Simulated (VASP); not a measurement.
# ZnSe (F-43m) in VASP: a series of runs

ZnSe is run at these levels: PBE; tasks: electric field gradients.

Program: VASP 6.6.1. These are calculated values, not measurements. Logs are shortened: lines on timing, memory, paths and dates and some standing lists are left out, and cuts for length are marked.

**Experimental background.**

From “Alloy Disordering Effects on the Thermal Conductivity and Energy Gap Temperature Dependence of Cd1−xZnxSe Ternary Crystals Grown by the Bridgman Method”, 2023, pmc:10253836, for a bulk crystal of ZnSe at 300 K: band gap 2.695 ± 0.003 eV (an exciton energy, a little under the gap).

How close the calculation comes is told below.

## Step 1: The cell of the first run

The structure is cubic, space group F-43m (No. 216). The conventional cell has a = 5.668 Å, b = 5.668 Å, c = 5.668 Å, α = 90.00°, β = 90.00°, γ = 90.00°. Within 3.2 Å of Zn (site symmetry -43m) lie 4 Se at 2.45 Å. Within 3.2 Å of Se (site symmetry -43m) lie 4 Zn at 2.45 Å.

## Step 2: Electric field gradients, PBE

INCAR

```
SYSTEM = ZnSe
ALGO = Normal
EDIFF = 1E-8
ENCUT = 520
GGA = PE
ISIF = 2
ISMEAR = -1
LASPH = .TRUE.
LCHARG = .FALSE.
LEFG = .TRUE.
LREAL = .FALSE.
LWAVE = .FALSE.
NBANDS = 16
NELM = 60
PREC = Accurate
SIGMA = 0.03
```

KPOINTS

```
k-points
0
G
  8 8 8
  0 0 0
```

POSCAR

```
ZnSe
1.0
    0.0000000000      2.8338000000      2.8338000000
    2.8338000000      0.0000000000      2.8338000000
    2.8338000000      2.8338000000      0.0000000000
Zn Se
1 1
Direct
    0.0000000000      0.0000000000      0.0000000000
    0.7500000000      0.7500000000      0.7500000000
```

Potentials or basis: VASP PAW PBE potentials, release 64 (Zn, Se).

Command:

```console
$ cat potpaw_PBE.64/Zn/POTCAR potpaw_PBE.64/Se/POTCAR > POTCAR
$ mpirun -np 1 vasp_std > vasp.out
```

OUTCAR:

```text
SYSTEM = ZnSe
   EDIFF = 1E-8
   ENCUT = 520
   GGA = PE
   ISIF = 2
   ISMEAR = -1
   LASPH = .TRUE.
   LREAL = .FALSE.
   NELM = 60
   PREC = Accurate

 ion  position               nearest neighbor table
   1  0.000  0.000  0.000-   2 2.45   2 2.45   2 2.45   2 2.45
   2  0.750  0.750  0.750-   1 2.45   1 2.45   1 2.45   1 2.45

  LATTYP: Found a face centered cubic cell.
 ALAT       =     5.6676000000

  Lattice vectors:

 A1 = (   0.0000000000,   2.8338000000,   2.8338000000)
 A2 = (   2.8338000000,   0.0000000000,   2.8338000000)
 A3 = (   2.8338000000,   2.8338000000,   0.0000000000)

Analysis of symmetry for initial positions (statically):
=====================================================================
 Subroutine PRICEL returns:
 Original cell was already a primitive cell.

 Routine SETGRP: Setting up the symmetry group for a
 face centered cubic supercell.

 Subroutine GETGRP returns: Found 24 space group operations
 (whereof 24 operations were pure point group operations)
 out of a pool of 48 trial point group operations.

The static configuration has the point symmetry T_d .

Analysis of symmetry for dynamics (positions and initial velocities):
=====================================================================
 Subroutine PRICEL returns:
 Original cell was already a primitive cell.

 Routine SETGRP: Setting up the symmetry group for a
 face centered cubic supercell.

 Subroutine GETGRP returns: Found 24 space group operations
 (whereof 24 operations were pure point group operations)
 out of a pool of 48 trial point group operations.

The dynamic configuration has the point symmetry T_d .

 Subroutine INISYM returns: Found 24 space group operations
 (whereof 24 operations are pure point group operations),
 and found     1 'primitive' translations

----------------------------------------------------------------------------------------

                                     Primitive cell

  volume of cell :      45.5132

  direct lattice vectors                    reciprocal lattice vectors
     0.000000000  2.833800000  2.833800000    -0.176441527  0.176441527  0.176441527
     2.833800000  0.000000000  2.833800000     0.176441527 -0.176441527  0.176441527
     2.833800000  2.833800000  0.000000000     0.176441527  0.176441527 -0.176441527

  length of vectors
     4.007598393  4.007598393  4.007598393     0.305605690  0.305605690  0.305605690

  position of ions in fractional coordinates (direct lattice)
     0.000000000  0.000000000  0.000000000
     0.750000000  0.750000000  0.750000000

  ion indices of the primitive-cell ions
   primitive index   ion index
                 1           1
                 2           2

----------------------------------------------------------------------------------------

 KPOINTS: k-points

Automatic generation of k-mesh.
 Grid dimensions read from file:
 generate k-points for:    8    8    8

 Generating k-lattice:

  Cartesian coordinates                     Fractional coordinates (reciprocal lattice)
    -0.022055191  0.022055191  0.022055191     0.125000000  0.000000000  0.000000000
     0.022055191 -0.022055191  0.022055191     0.000000000  0.125000000  0.000000000
     0.022055191  0.022055191 -0.022055191     0.000000000  0.000000000  0.125000000

  Length of vectors
     0.038200711  0.038200711  0.038200711

  Shift w.r.t. Gamma in fractional coordinates (k-lattice)
     0.000000000  0.000000000  0.000000000

 Subroutine IBZKPT returns following result:
 ===========================================

 Found     29 irreducible k-points:

 Following reciprocal coordinates:
            Coordinates               Weight
  0.000000  0.000000  0.000000      1.000000
  0.125000  0.000000  0.000000      8.000000
  0.250000  0.000000  0.000000      8.000000
  0.375000  0.000000  0.000000      8.000000
  0.500000  0.000000  0.000000      4.000000
  0.125000  0.125000  0.000000      6.000000
[... 16 lines left out ...]
  0.500000  0.250000  0.125000     48.000000
 -0.375000  0.250000  0.125000     24.000000
 [... further k-points ...]
   k-points           NKPTS =     29   k-points in BZ     NKDIM =     29   number of bands    NBANDS=     16
   number of dos      NEDOS =    301   number of ions     NIONS =      2
   total plane-waves  NPLWV =  27000
   dimension x,y,z NGX =    30 NGY =   30 NGZ =   30
   dimension x,y,z NGXF=    60 NGYF=   60 NGZF=   60
   ions per type =               1   1
   NGX,Y,Z   is equivalent  to a cutoff of  12.44, 12.44, 12.44 a.u.
   NGXF,Y,Z  is equivalent  to a cutoff of  24.89, 24.89, 24.89 a.u.
 SYSTEM =  ZnSe
   PREC   = accura    normal or accurate (medium, high low for compatibility)
   ISTART =      0    job   : 0-new  1-cont  2-samecut
   ICHARG =      2    charge: 1-file 2-atom 10-const
   ISPIN  =      1    spin polarized calculation?
   LNONCOLLINEAR =      F non collinear calculations
   LSORBIT =      F    spin-orbit coupling
   LASPH  =      T    aspherical Exc in radial PAW
   ENCUT  =  520.0 eV  38.22 Ry    6.18 a.u.   7.45  7.45  7.45*2*pi/ulx,y,z
   NELM   =     60;   NELMIN=  2; NELMDL= -5     # of ELM steps
   EDIFF  = 0.1E-07   stopping-criterion for ELM
   LREAL  =      F    real-space projection
   EDIFFG = 0.1E-06   stopping-criterion for IOM
   NSW    =      0    number of steps for IOM
   IBRION =     -1    ionic relax: 0-MD 1-quasi-New 2-CG
   NFREE  =      0    steps in history (QN), initial steepest desc. (CG)
   ISIF   =      2    stress and relaxation
   ISYM   =      2    0-nonsym 1-usesym 2-fastsym
   POTIM  = 0.5000    time-step for ionic-motion
   TEBEG  =    0.0;   TEEND  =   0.0 temperature during run
   PSTRESS=    0.0 pullay stress
   NELECT =      18.0000    total number of electrons
   NUPDOWN=      -1.0000    fix difference up-down
   EMIN   =  10.00;   EMAX   =-10.00  energy-range for DOS
   EFERMI =   0.00;   METHOD = LEGACY
   ISMEAR =    -1;   SIGMA  =   0.03  broadening in eV -4-tet -1-fermi 0-gaus
   EFERMI_NEDOS =   21; number of points for ismear=-14 and -15
   IALGO  =     38    algorithm
   IMIX   =      4    mixing-type and parameters
     AMIX     =   0.40;   BMIX     =  1.00
     AMIX_MAG =   1.60;   BMIX_MAG =  1.00
  volume/ion in A,a.u.               =      22.76       153.57
  Fermi-wavevector in a.u.,A,eV,Ry     =   1.201673  2.270834 19.647073  1.444019
  Thomas-Fermi vector in A             =   2.337476
   LORBIT       =      0    0 simple, 1 ext, 2 COOP (PROOUT), +10 PAW based schemes
   GGA     = PE    functional components
[... 5 lines left out ...]
 non-spin polarized calculation
  energy-cutoff  :      520.00
  volume of cell :       45.51
 maximum number of plane-waves:      1243
 NGX is ok and might be reduce to    30
   NGX = 15   NGY = 15   NGZ = 15

 number of electron      18.0000012 magnetization

 Free energy of the ion-electron system (eV)
  ---------------------------------------------------
  ext. energy  EPLUGINS =         0.00000000
  ---------------------------------------------------
  free energy    TOTEN  =        -6.02011777 eV

  energy without entropy =       -6.02011777  energy(sigma->0) =       -6.02011777

 E-fermi :   2.2315     XC(G=0):  -9.3216

 val. band max:        1.6131960580   @ k =   0.0000   0.0000   0.0000
 cond. band min:       2.9035200328   @ k =   0.0000   0.0000   0.0000
 fundamental gap:      1.2903239748
 Fermi energy:         2.2314594304

 k-point     1 :       0.0000    0.0000    0.0000
  band No.  band energies     occupation
      1     -11.6459      2.00000
      2      -4.9327      2.00000
      3      -4.9327      2.00000
      4      -4.9327      2.00000
      5      -4.5629      2.00000
      6      -4.5629      2.00000
[... 8 lines left out ...]
     15      13.0735      0.00000
     16      13.0735      0.00000

 k-point     2 :       0.1250    0.0000    0.0000
  band No.  band energies     occupation
      1     -11.5453      2.00000
      2      -4.9258      2.00000
      3      -4.9169      2.00000
      4      -4.9169      2.00000
      5      -4.5643      2.00000
      6      -4.5643      2.00000
[... 8 lines left out ...]
     15      12.2914      0.00000
     16      12.4059      0.00000

 k-point     3 :       0.2500    0.0000    0.0000
  band No.  band energies     occupation
      1     -11.2839      2.00000
      2      -4.8820      2.00000
      3      -4.8820      2.00000
      4      -4.8704      2.00000
      5      -4.5628      2.00000
      6      -4.5628      2.00000
[... 8 lines left out ...]
     15      12.0550      0.00000
     16      12.3339      0.00000

 k-point     4 :       0.3750    0.0000    0.0000
  band No.  band energies     occupation
      1     -10.9903      2.00000
      2      -4.8541      2.00000
      3      -4.8541      2.00000
      4      -4.6758      2.00000
      5      -4.5522      2.00000
      6      -4.5522      2.00000
[... 8 lines left out ...]
     15      13.1687      0.00000
     16      13.1687      0.00000

 k-point     5 :       0.5000    0.0000    0.0000
  band No.  band energies     occupation
      1     -10.8568      2.00000
      2      -4.8451      2.00000
      3      -4.8451      2.00000
      4      -4.5445      2.00000
      5      -4.5445      2.00000
      6      -4.4043      2.00000
[... 8 lines left out ...]
     15      14.7198      0.00000
     16      14.7198      0.00000

 k-point     6 :       0.1250    0.1250    0.0000
  band No.  band energies     occupation
      1     -11.5117      2.00000
      2      -4.9408      2.00000
      3      -4.9028      2.00000
      4      -4.9028      2.00000
      5      -4.5743      2.00000
      6      -4.5558      2.00000
[... 8 lines left out ...]
     15      12.8520      0.00000
     16      13.2939      0.00000
[... 267 lines left out ...]
 k-point    21 :       0.5000    0.5000    0.0000
  band No.  band energies     occupation
      1     -10.5887      2.00000
      2      -4.9009      2.00000
      3      -4.6797      2.00000
      4      -4.6797      2.00000
      5      -4.5146      2.00000
      6      -4.3839      2.00000
[... 8 lines left out ...]
     15      15.5442      0.00000
     16      16.0387      0.00000

 k-point    22 :       0.3750    0.2500    0.1250
  band No.  band energies     occupation
      1     -11.0794      2.00000
      2      -4.8901      2.00000
      3      -4.8305      2.00000
      4      -4.8032      2.00000
      5      -4.5771      2.00000
      6      -4.5381      2.00000
[... 8 lines left out ...]
     15      13.8775      0.00000
     16      15.0642      0.00000

 k-point    23 :       0.5000    0.2500    0.1250
  band No.  band energies     occupation
      1     -10.8342      2.00000
      2      -4.8375      2.00000
      3      -4.8062      2.00000
      4      -4.6746      2.00000
      5      -4.5506      2.00000
      6      -4.4986      2.00000
[... 8 lines left out ...]
     15      14.2093      0.00000
     16      15.3190      0.00000

 k-point    24 :      -0.3750    0.2500    0.1250
  band No.  band energies     occupation
      1     -10.7252      2.00000
      2      -4.8292      2.00000
      3      -4.7920      2.00000
      4      -4.5948      2.00000
      5      -4.5559      2.00000
      6      -4.3538      2.00000
[... 8 lines left out ...]
     15      14.3638      0.00000
     16      15.1802      0.00000

 [... further k-points ...]
[... 5 lines left out ...]
  --------------------------------------------------------------------------------------
  -------------------------------------------------------------------------------------
  Total        0.6670424      0.6670424      0.6670424      0.0000000      0.0000000      0.0000000
  in kB       23.4815321     23.4815321     23.4815321      0.0000000      0.0000000      0.0000000
  external PRESSURE =      23.4815321 kB  Pullay stress =       0.0000000 kB

 VOLUME and BASIS-vectors are now :
 -----------------------------------------------------------------------------
  energy-cutoff  :      520.00
  volume of cell :       45.51
      direct lattice vectors                 reciprocal lattice vectors
     0.000000000  2.833800000  2.833800000    -0.176441527  0.176441527  0.176441527
     2.833800000  0.000000000  2.833800000     0.176441527 -0.176441527  0.176441527
     2.833800000  2.833800000  0.000000000     0.176441527  0.176441527 -0.176441527

 POSITION                                       TOTAL-FORCE (eV/Angst)
 -----------------------------------------------------------------------------------
      0.00000      0.00000      0.00000        -0.000000     -0.000000     -0.000000
      4.25070      4.25070      4.25070         0.000000      0.000000      0.000000
 -----------------------------------------------------------------------------------
    total drift:                                0.000001      0.000001      0.000001

  FREE ENERGIE OF THE ION-ELECTRON SYSTEM (eV)
  ---------------------------------------------------
  free  energy   TOTEN  =        -6.0201177681 eV

  energy  without entropy=       -6.0201177680  energy(sigma->0) =       -6.02011777

 Electric field gradients (V/A^2)
---------------------------------------------------------------------
 ion       V_xx      V_yy      V_zz      V_xy      V_xz      V_yz
---------------------------------------------------------------------
   1       0.000     0.000     0.000     0.002     0.002     0.002
   2      -0.000     0.000    -0.000     0.000     0.000     0.000
---------------------------------------------------------------------

 Electric field gradients after diagonalization (V/A^2)
 (convention: |V_zz| > |V_xx| > |V_yy|)
----------------------------------------------------------------------
 ion       V_xx      V_yy      V_zz     asymmetry (V_yy - V_xx)/ V_zz
----------------------------------------------------------------------
   1      -0.002    -0.002     0.003       0.000
   2      -0.000    -0.000     0.000       0.000
----------------------------------------------------------------------

           NMR quadrupolar parameters

 Cq : quadrupolar parameter    Cq=e*Q*V_zz/h
 eta: asymmetry parameters     (V_yy - V_xx)/ V_zz
 Q  : nuclear electric quadrupole moment in mb (millibarn)
----------------------------------------------------------------------
 ion       Cq(MHz)       eta       Q (mb)
----------------------------------------------------------------------
   1       0.000       0.000       1.000
   2       0.000       0.000       1.000
----------------------------------------------------------------------
```

It took 34 s on 1 thread of AMD EPYC 7R43 (Zen 3), shared host; peak memory 0.13 GiB.

Results:

```
Free energy            : -6.0201 eV
Pressure               : 2.3 GPa
Band gap on the k mesh : 1.29 eV, direct
```

Caveat: without QUAD_EFG the Cq values of the log hold for a quadrupole moment of 1 mb, not for the nuclei.

## Step 3: Electric field gradients, PBE

INCAR

```
PREC = Accurate ; ENCUT = 520
EDIFF = 1E-8 ; ISMEAR = -1
SIGMA = 0.03 ; LREAL = False
LASPH = True ; NELM = 60
ALGO = Normal ; ISIF = 2
LWAVE = False ; LCHARG = False
GGA = PE ; LEFG = True
NBANDS = 16
```

KPOINTS

```
regular mesh
0
Gamma
  8 8 8
```

POSCAR is that of step 2.

Potentials or basis: VASP PAW PBE potentials, release 64 (Zn, Se).

Command:

```console
$ cat potpaw_PBE.64/Zn/POTCAR potpaw_PBE.64/Se/POTCAR > POTCAR
$ mpirun -np 1 vasp_std > vasp.out
```

OUTCAR:

```text
PREC = Accurate
   ENCUT = 520
   EDIFF = 1E-8
   ISMEAR = -1
   LREAL = False
   LASPH = True
   NELM = 60
   ISIF = 2
   GGA = PE

 ion  position               nearest neighbor table
   1  0.000  0.000  0.000-   2 2.45   2 2.45   2 2.45   2 2.45
   2  0.750  0.750  0.750-   1 2.45   1 2.45   1 2.45   1 2.45

  LATTYP: Found a face centered cubic cell.
 ALAT       =     5.6676000000

  Lattice vectors:

 A1 = (   0.0000000000,   2.8338000000,   2.8338000000)
 A2 = (   2.8338000000,   0.0000000000,   2.8338000000)
[... 667 lines left out ...]
  FREE ENERGIE OF THE ION-ELECTRON SYSTEM (eV)
  ---------------------------------------------------
  free  energy   TOTEN  =        -6.0201177681 eV

  energy  without entropy=       -6.0201177680  energy(sigma->0) =       -6.02011777

 Electric field gradients (V/A^2)
---------------------------------------------------------------------
 ion       V_xx      V_yy      V_zz      V_xy      V_xz      V_yz
---------------------------------------------------------------------
   1       0.000     0.000     0.000     0.002     0.002     0.002
   2      -0.000     0.000    -0.000     0.000     0.000     0.000
---------------------------------------------------------------------

 Electric field gradients after diagonalization (V/A^2)
 (convention: |V_zz| > |V_xx| > |V_yy|)
----------------------------------------------------------------------
 ion       V_xx      V_yy      V_zz     asymmetry (V_yy - V_xx)/ V_zz
----------------------------------------------------------------------
   1      -0.002    -0.002     0.003       0.000
   2      -0.000    -0.000     0.000       0.000
----------------------------------------------------------------------

           NMR quadrupolar parameters

 Cq : quadrupolar parameter    Cq=e*Q*V_zz/h
 eta: asymmetry parameters     (V_yy - V_xx)/ V_zz
 Q  : nuclear electric quadrupole moment in mb (millibarn)
----------------------------------------------------------------------
 ion       Cq(MHz)       eta       Q (mb)
----------------------------------------------------------------------
   1       0.000       0.000       1.000
   2       0.000       0.000       1.000
----------------------------------------------------------------------
```

Wall time 30 s (1 thread of AMD EPYC 7R43 (Zen 3), shared host); peak memory 0.14 GiB.

What came out:

* Free energy: -6.0201 eV
* Pressure: 2.3 GPa
* Band gap on the k mesh: 1.29 eV, direct

Caveat: without QUAD_EFG the Cq values of the log hold for a quadrupole moment of 1 mb, not for the nuclei.

(Part 1 of 2 ends here.)
